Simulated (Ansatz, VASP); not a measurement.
MnS: VASP beside Ansatz

INCAR

```
PREC = Accurate
ENCUT = 520
EDIFF = 1E-8
ISMEAR = -1
SIGMA = 0.03
LREAL = False
LASPH = True
NELM = 150
ALGO = Normal
ISIF = 2
LWAVE = False
LCHARG = False
ISPIN = 2
MAGMOM = 4 0
LORBIT = 11
LMAXMIX = 4
GGA = PE
LEFG = True
NBANDS = 20
```

KPOINTS

```
Automatic mesh
0
Gamma
  14 14 14
```

Contents of POSCAR:

```
MnS
1.0
    0.0000000000      2.5593774420      2.5593774420
    2.5593774420      0.0000000000      2.5593774420
    2.5593774420      2.5593774420      0.0000000000
Mn S
1 1
Direct
    0.0000000000      0.0000000000      0.0000000000
    0.5000000000      0.5000000000      0.5000000000
```

Input for Ansatz:

```yaml
crystal:
  lattice:
    - [0.0, 2.559377442, 2.559377442]
    - [2.559377442, 0.0, 2.559377442]
    - [2.559377442, 2.559377442, 0.0]
  atoms:
    - { symbol: Mn, position: [0.0, 0.0, 0.0], spin: 4.0 }
    - { symbol: S, position: [0.5, 0.5, 0.5] }
magnetization:
  spin_polarized: true
kpoints:
  mp_grid: { grid: [14, 14, 14] }
scf:
  occupations: { method: fermi_dirac, width: 0.03 }
hamiltonian:
  xc: pbe
  pseudopotentials: { kind: paw }
output:
  forces: true
  stress: true
  eigenvalues: true
  efg: { contact_densities: true }
```

Change from the starting cell: volume scaled by 0.9405, PAW files.

Alike in both runs: task electric field gradients; functional PBE; k mesh 14 × 14 × 14; occupations fermi-dirac, width 0.03 eV; collinear spin.

|  | VASP | Ansatz |
| --- | --- | --- |
| version | VASP 6.6.1 | Ansatz 0.2.0 |
| potentials or method | VASP PAW PBE potentials, release 64 (Mn_pv, S) | PAW with Ansatz's default frozen-core files, scalar-relativistic |
| plane-wave cutoff (eV) | 520 | 420 |
| valence electrons in the cell | 19 | 21 |

```tsv
	VASP	Ansatz	Ansatz less VASP
pressure (GPa)	-0.8	-0.8	-0.03
net moment per atom (μB)	2.26	2.26	-0.001
size of the moment on the site where the two differ most (μB)	4.12	4.05	-0.072
```

Site moments also hang on the region over which each program counts them. VASP's potentials hold 19 valence electrons a cell and Ansatz's 21, so a difference there can come from the potentials and not from the codes.
